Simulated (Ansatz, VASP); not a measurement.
## Two plane-wave programs on Ga2TeO3

Contents of INCAR:

```
SYSTEM = Ga2TeO3
PREC = Accurate
ENCUT = 520
EDIFF = 1E-7
ISMEAR = 0
SIGMA = 0.1
LREAL = .FALSE.
LASPH = .TRUE.
NELM = 100
ALGO = Normal
ISIF = 2
LWAVE = .FALSE.
LCHARG = .FALSE.
GGA = PE
NBANDS = 34
```

The input KPOINTS:

```
regular mesh
0
G
  4 4 4
  0 0 0
```

The input POSCAR:

```
Ga2TeO3
1.0
   -2.9348518200      2.9348518200      3.4691772100
    2.9348518200     -2.9348518200      3.4691772100
    2.9348518200      2.9348518200     -3.4691772100
Ga Te O
2 1 3
Direct
    0.7500000000      0.2500000000      0.5000000000
    0.2500000000      0.7500000000      0.5000000000
    0.0000000000      0.0000000000      0.0000000000
    0.5000000000      0.0000000000      0.5000000000
    0.0000000000      0.5000000000      0.5000000000
    0.5000000000      0.5000000000      0.0000000000
```

Input for Ansatz:

```yaml
crystal:
  lattice:
    - [-2.93485182, 2.93485182, 3.46917721]
    - [2.93485182, -2.93485182, 3.46917721]
    - [2.93485182, 2.93485182, -3.46917721]
  atoms:
    - { symbol: Ga, position: [0.75, 0.25, 0.5] }
    - { symbol: Ga, position: [0.25, 0.75, 0.5] }
    - { symbol: Te, position: [0.0, 0.0, 0.0] }
    - { symbol: O, position: [0.5, 0.0, 0.5] }
    - { symbol: O, position: [0.0, 0.5, 0.5] }
    - { symbol: O, position: [0.5, 0.5, 0.0] }
basis:
  ecutwfc: 420
kpoints:
  mp_grid: { grid: [4, 4, 4] }
hamiltonian:
  xc: pbe
scf:
  occupations: { method: gaussian, width: 0.1 }
  lower_state_search: "off"
output:
  forces: true
  stress: true
  eigenvalues: true
```

Alike in both runs: task single point; functional PBE; k mesh 4 × 4 × 4; occupations gaussian, width 0.1 eV; no spin polarisation.

|  | VASP | Ansatz |
| --- | --- | --- |
| version | VASP 6.6.1 | Ansatz 0.2.0 |
| potentials or method | VASP PAW PBE potentials, release 64 (Ga_d, Te, O), cutoff 520 eV | scalar-relativistic, plane waves, PAW |
| valence electrons in the cell | 50 | 60 |

|  | VASP | Ansatz | Ansatz less VASP |
| --- | --- | --- | --- |
| gap on the k mesh at the Fermi level (eV) | none | none | - |
| pressure (GPa) | 1.0 | 1.1 | +0.08 |
| traceless stress, the component that is largest in VASP (GPa) | 2.28 | 2.19 | -0.095 |

A gap of «none» marks a metal or a gap that the smearing closes. VASP's potentials hold 50 valence electrons a cell and Ansatz's 60, so a difference there can come from the potentials and not from the codes.

The k mesh is coarse, so the values compare programs but aren't converged. Neither program's run includes spin-orbit coupling.
